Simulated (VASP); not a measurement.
**W: relaxation of cell and atoms with PBE+D4**

W:

```xyz
1
Lattice="0.0000 2.0300 2.0300 2.0300 0.0000 2.0300 2.0300 2.0300 0.0000" Properties=species:S:1:pos:R:3 pbc="T T T"
W     0.0000    0.0000    0.0000
```

```json
{"Program": "VASP 6.6.1", "Task": "relaxation of cell and atoms", "Functional": "PBE", "Dispersion": "D4", "Potentials or basis": "VASP PAW PBE potentials, release 64 (W_sv)", "Cutoff": "600 eV", "k mesh": "11 × 11 × 11", "Occupations": "fermi-dirac, width 0.05 eV", "Spin": "no spin polarisation", "Dipole correction": "no", "Further INCAR settings": "ALGO = Normal; EDIFF = 1e-06; IBRION = 2; EDIFFG = -0.01; NSW = 60; ISIF = 3"}
```

```
Relaxed volume                         : 16.12 Å³/atom
Relaxed cell                           : a = 2.836 Å, b = 2.836 Å, c = 2.836 Å, α = 60.00°, β = 60.00°, γ = 60.00°
Space group after relaxing (to 0.05 Å) : Fm-3m (No. 225)
Energy gained by relaxing              : 20.7 meV/atom
Ionic steps                            : 7
Pressure after relaxing                : 0.0 GPa
Band gap on the k mesh                 : zero (band 7 reaches 13.49 eV, above the bottom of band 8 at 10.15 eV)
Dispersion energy per atom             : -0.710 eV
```

Step by step:
```
step  energy change (eV)  largest force (eV/Å)  pressure (GPa)  volume (Å³)
   1              0.0000                0.0000          -10.59        16.73
   2              0.2563                0.0000           50.70        14.19
   3             -0.0206                0.0000           -0.76        16.16
   4             -0.0207                0.0000           -0.10        16.13
   5             -0.0207                0.0000            0.14        16.12
   6             -0.0207                0.0000           -0.38        16.14
   7             -0.0207                0.0000           -0.01        16.12
```

Final structure:
```
W
1.0
     0.00000    2.00519    2.00519
     2.00519    0.00000    2.00519
     2.00519    2.00519    0.00000
W
1
Direct
  0.00000 0.00000 0.00000
```

Levels at points of the mesh, in eV from the Fermi level:
| k point | band 3 | band 4 | band 5 | band 6 | band 7 | band 8 | band 9 | band 10 | band 11 |
| --- | --- | --- | --- | --- | --- | --- | --- | --- | --- |
| (0.00, 0.00, 0.00) | -37.24 | -37.24 | -9.07 | -0.57 | -0.57 | -0.57 | 2.64 | 2.64 | 12.82 |

Wall time 32 s on 1 thread of Intel(R) Xeon(R) Platinum 8259CL CPU @ 2.50GHz (Skylake/Cascade Lake), with other jobs on the host, peak memory 0.15 GiB.

Caveat: spin-orbit coupling is left out, which moves the levels of the heavy elements; pairwise dispersion overbinds metals, which lowers pressure and volume.
